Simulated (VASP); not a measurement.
# Ta (I4/mmm) in VASP: further runs, part 2 of 2

VASP 6.6.1. Earlier steps stand in the parts before.

### 4 Electric field gradients, PBEsol (equal xx and yy strain of -1 %)

INCAR reads:

```
SYSTEM = Ta
  PREC = Accurate
  ENCUT = 520
  EDIFF = 1E-8
  ISMEAR = -1
  SIGMA = 0.08
  LREAL = .FALSE.
  LASPH = .TRUE.
  NELM = 100
  ALGO = Normal
  ISIF = 2
  LWAVE = .FALSE.
  LCHARG = .FALSE.
  GGA = PS
  LEFG = .TRUE.
  NBANDS = 12
```

KPOINTS reads:

```
regular mesh
0
G
  17 17 17
  0 0 0
```

POSCAR reads:

```
Ta
1.0
   -1.6347672000      1.6347672000      1.6512800000
    1.6347672000     -1.6347672000      1.6512800000
    1.6347672000      1.6347672000     -1.6512800000
Ta
1
Direct
    0.0000000000      0.0000000000      0.0000000000
```

Potentials or basis: VASP PAW PBE potentials, release 64 (Ta_pv).

On the command line:

```
$ cat potpaw_PBE.64/Ta_pv/POTCAR > POTCAR
$ mpirun -np 1 vasp_std > vasp.out
```

OUTCAR:

```text
SYSTEM = Ta
   PREC = Accurate
   ENCUT = 520
   EDIFF = 1E-8
   ISMEAR = -1
   LREAL = .FALSE.
   LASPH = .TRUE.
   NELM = 100
   ISIF = 2
   GGA = PS

 ion  position               nearest neighbor table
   1  0.000  0.000  0.000-

  LATTYP: Found a body centered tetragonal cell.
 ALAT       =     3.2695344000
 C/A-ratio  =     1.0101010101

  Lattice vectors:

 A1 = (  -1.6347672000,   1.6347672000,   1.6512800000)
 A2 = (   1.6347672000,  -1.6347672000,   1.6512800000)
 A3 = (   1.6347672000,   1.6347672000,  -1.6512800000)

Analysis of symmetry for initial positions (statically):
=====================================================================
 Subroutine PRICEL returns:
 Original cell was already a primitive cell.

 Routine SETGRP: Setting up the symmetry group for a
 body centered tetragonal supercell.

 Subroutine GETGRP returns: Found 16 space group operations
 (whereof 16 operations were pure point group operations)
[... 540 lines left out ...]

 VOLUME and BASIS-vectors are now :
 -----------------------------------------------------------------------------
  energy-cutoff  :      520.00
  volume of cell :       17.65
      direct lattice vectors                 reciprocal lattice vectors
    -1.634767200  1.634767200  1.651280000     0.000000000  0.305853947  0.302795407
     1.634767200 -1.634767200  1.651280000     0.305853947  0.000000000  0.302795407
     1.634767200  1.634767200 -1.651280000     0.305853947  0.305853947  0.000000000

 POSITION                                       TOTAL-FORCE (eV/Angst)
 -----------------------------------------------------------------------------------
      0.00000      0.00000      0.00000         0.000000      0.000000      0.000000
 -----------------------------------------------------------------------------------
    total drift:                                0.000000      0.000000     -0.000000

  FREE ENERGIE OF THE ION-ELECTRON SYSTEM (eV)
  ---------------------------------------------------
  free  energy   TOTEN  =       -12.5650997534 eV

  energy  without entropy=      -12.5381837986  energy(sigma->0) =      -12.55164178

 Electric field gradients (V/A^2)
---------------------------------------------------------------------
 ion       V_xx      V_yy      V_zz      V_xy      V_xz      V_yz
---------------------------------------------------------------------
   1      -3.693    -3.693     7.386    -0.000    -0.000    -0.000
---------------------------------------------------------------------

 Electric field gradients after diagonalization (V/A^2)
 (convention: |V_zz| > |V_xx| > |V_yy|)
----------------------------------------------------------------------
 ion       V_xx      V_yy      V_zz     asymmetry (V_yy - V_xx)/ V_zz
----------------------------------------------------------------------
   1      -3.693    -3.693     7.386       0.000
----------------------------------------------------------------------

           NMR quadrupolar parameters

 Cq : quadrupolar parameter    Cq=e*Q*V_zz/h
 eta: asymmetry parameters     (V_yy - V_xx)/ V_zz
 Q  : nuclear electric quadrupole moment in mb (millibarn)
----------------------------------------------------------------------
 ion       Cq(MHz)       eta       Q (mb)
----------------------------------------------------------------------
   1       0.018       0.000       1.000
----------------------------------------------------------------------
```

stdout:

```text
POSCAR found type information on POSCAR Ta
 POSCAR found :  1 types and       1 ions
 scaLAPACK will be used
 -----------------------------------------------------------------------------
|                                                                             |
|                                                                             |
|     You enforced a specific xc type in the INCAR file but a different       |
|     I HOPE YOU KNOW WHAT YOU ARE DOING!                                     |
|                                                                             |
 -----------------------------------------------------------------------------

 LDA part: xc-table for (Slater+PW92), standard interpolation
 POSCAR, INCAR and KPOINTS ok, starting setup
 FFT: planning ... GRIDC
 FFT: planning ... GRID_SOFT
 FFT: planning ... GRID
 WAVECAR not read
 entering main loop
ion   1
```

It took 46 s on 1 thread of Intel Xeon Platinum 8488C (Sapphire Rapids), shared host; peak memory 0.2 GiB.

Results:

| Property | Result |
| --- | --- |
| Free energy | -12.5651 eV |
| Pressure | 0.5 GPa |

Levels at points of the mesh, in eV from the Fermi level:
```tsv
k point	band 2	band 3	band 4	band 5	band 6	band 7	band 8	band 9	band 10	band 11
(0.00, 0.00, 0.00)	-32.94	-32.94	-8.00	0.68	0.68	0.81	3.98	4.15	14.74	15.02
```

Electric field gradients, principal values (V/Å²):
| atom | least | middle | greatest (by size) |
| --- | --- | --- | --- |
| 1 Ta | -3.693 | -3.693 | 7.386 |

Caveat: the cell differs from its parent crystal (equal xx and yy strain of -1 %); without QUAD_EFG the Cq values of the log hold for a quadrupole moment of 1 mb, not for the nuclei; the PAW data sets were made with another functional, which shifts forces and pressure a little; spin-orbit coupling is left out, which moves the levels of the heavy elements.

### 5 Electric field gradients, PBEsol (zz strain of +2 %)

INCAR reads:

```
ALGO = Normal
EDIFF = 1E-8
ENCUT = 520
GGA = PS
ISIF = 2
ISMEAR = -1
LASPH = T
LCHARG = F
LEFG = T
LREAL = F
LWAVE = F
NBANDS = 12
NELM = 60
PREC = Accurate
SIGMA = 0.08
```

KPOINTS reads:

```
k-points
0
Gamma
  17 17 17
```

POSCAR reads:

```
Ta
1.0
   -1.6512800000      1.6512800000      1.6843056000
    1.6512800000     -1.6512800000      1.6843056000
    1.6512800000      1.6512800000     -1.6843056000
Ta
1
Direct
    0.0000000000      0.0000000000      0.0000000000
```

Potentials or basis: VASP PAW PBE potentials, release 64 (Ta_pv).

On the command line:

```
$ cat potpaw_PBE.64/Ta_pv/POTCAR > POTCAR
$ mpirun -np 1 vasp_std > vasp.out
```

OUTCAR:

```text
EDIFF = 1E-8
   ENCUT = 520
   GGA = PS
   ISIF = 2
   ISMEAR = -1
   LASPH = T
   LREAL = F
   NELM = 60
   PREC = Accurate

 ion  position               nearest neighbor table
   1  0.000  0.000  0.000-

  LATTYP: Found a body centered tetragonal cell.
 ALAT       =     3.3025600000
 C/A-ratio  =     1.0200000000

  Lattice vectors:

 A1 = (  -1.6512800000,   1.6512800000,   1.6843056000)
[... 566 lines left out ...]
 -----------------------------------------------------------------------------------
    total drift:                               -0.000000      0.000000      0.000000

  FREE ENERGIE OF THE ION-ELECTRON SYSTEM (eV)
  ---------------------------------------------------
  free  energy   TOTEN  =       -12.5482278392 eV

  energy  without entropy=      -12.5201967178  energy(sigma->0) =      -12.53421228

 Electric field gradients (V/A^2)
---------------------------------------------------------------------
 ion       V_xx      V_yy      V_zz      V_xy      V_xz      V_yz
---------------------------------------------------------------------
   1      -6.674    -6.674    13.348     0.000     0.000     0.000
---------------------------------------------------------------------

 Electric field gradients after diagonalization (V/A^2)
 (convention: |V_zz| > |V_xx| > |V_yy|)
----------------------------------------------------------------------
 ion       V_xx      V_yy      V_zz     asymmetry (V_yy - V_xx)/ V_zz
----------------------------------------------------------------------
   1      -6.674    -6.674    13.348       0.000
----------------------------------------------------------------------

           NMR quadrupolar parameters

 Cq : quadrupolar parameter    Cq=e*Q*V_zz/h
 eta: asymmetry parameters     (V_yy - V_xx)/ V_zz
 Q  : nuclear electric quadrupole moment in mb (millibarn)
----------------------------------------------------------------------
 ion       Cq(MHz)       eta       Q (mb)
----------------------------------------------------------------------
   1       0.032       0.000       1.000
----------------------------------------------------------------------
```

OSZICAR:

```text
N       E                     dE             d eps       ncg     rms          rms(c)
DAV:   1     0.602207011778E+02    0.60221E+02   -0.60987E+03  9744   0.872E+02
DAV:   2    -0.120368468895E+02   -0.72258E+02   -0.70460E+02 10944   0.244E+02
DAV:   3    -0.130749237799E+02   -0.10381E+01   -0.10311E+01 11760   0.276E+01
DAV:   4    -0.130776841352E+02   -0.27604E-02   -0.27602E-02 10820   0.159E+00
DAV:   5    -0.130776939190E+02   -0.97838E-05   -0.97827E-05 11724   0.890E-02    0.133E+01
DAV:   6    -0.126690311239E+02    0.40866E+00   -0.32468E-01 11552   0.601E+00    0.635E+00
DAV:   7    -0.125496152819E+02    0.11942E+00   -0.27538E-01 11332   0.509E+00    0.365E-01
DAV:   8    -0.125482581630E+02    0.13571E-02   -0.91942E-03 10616   0.759E-01    0.113E-01
DAV:   9    -0.125482316005E+02    0.26563E-04   -0.10719E-04 11324   0.107E-01    0.232E-02
DAV:  10    -0.125482279217E+02    0.36788E-05   -0.29160E-06 10892   0.181E-02    0.259E-03
DAV:  11    -0.125482278900E+02    0.31744E-07   -0.13219E-07 10940   0.395E-03    0.363E-04
DAV:  12    -0.125482278336E+02    0.56371E-07   -0.19185E-09  7116   0.496E-04    0.613E-05
DAV:  13    -0.125482278392E+02   -0.55636E-08   -0.20837E-10  5580   0.170E-04
   1 F= -.12548228E+02 E0= -.12534212E+02  d E =-.280311E-01
```

stdout:

```text
POSCAR found type information on POSCAR Ta
 POSCAR found :  1 types and       1 ions
 scaLAPACK will be used
 -----------------------------------------------------------------------------
|                                                                             |
|                                                                             |
|     You enforced a specific xc type in the INCAR file but a different       |
|     I HOPE YOU KNOW WHAT YOU ARE DOING!                                     |
|                                                                             |
 -----------------------------------------------------------------------------

 LDA part: xc-table for (Slater+PW92), standard interpolation
 POSCAR, INCAR and KPOINTS ok, starting setup
 FFT: planning ... GRIDC
 FFT: planning ... GRID_SOFT
 FFT: planning ... GRID
 WAVECAR not read
 entering main loop
ion   1
```

Run time: 43 s. Hardware: 1 thread of Intel Xeon Platinum 8488C (Sapphire Rapids), shared host; peak memory 0.2 GiB.

What came out:

```yaml
Free_energy: -12.5482 eV
Pressure: -7.3 GPa
```

Electric field gradients, principal values (V/Å²):
| atom | least | middle | greatest (by size) |
| --- | --- | --- | --- |
| 1 Ta | -6.674 | -6.674 | 13.348 |

Caveat: the cell differs from its parent crystal (zz strain of +2 %); without QUAD_EFG the Cq values of the log hold for a quadrupole moment of 1 mb, not for the nuclei; the PAW data sets were made with another functional, which shifts forces and pressure a little; spin-orbit coupling is left out, which moves the levels of the heavy elements.

### 6 The runs side by side

| cell | gap on the mesh (eV) | pressure (GPa) |
| --- | --- | --- |
| a = 2.841 Å, angles 108.9, 108.9, 110.6°, 1 atom | none | 0.5 |
| a = 2.841 Å, angles 109.7, 109.7, 108.9°, 1 atom | none | 0.5 |
| a = 2.879 Å, angles 110.0, 110.0, 108.4°, 1 atom | none | -7.3 |

Alike in all rows: task electric field gradients; level PBEsol; potentials or basis VASP PAW PBE potentials, release 64 (Ta_pv); no spin polarisation; k mesh 17 × 17 × 17; cutoff (eV) 520; smearing fermi-dirac 0.08 eV.

Caveats: the PAW data sets were made with another functional, which shifts forces and pressure a little; spin-orbit coupling is left out, which moves the levels of the heavy elements.

Total energies depend on the potentials used, so only differences within one code and one set of settings carry meaning.
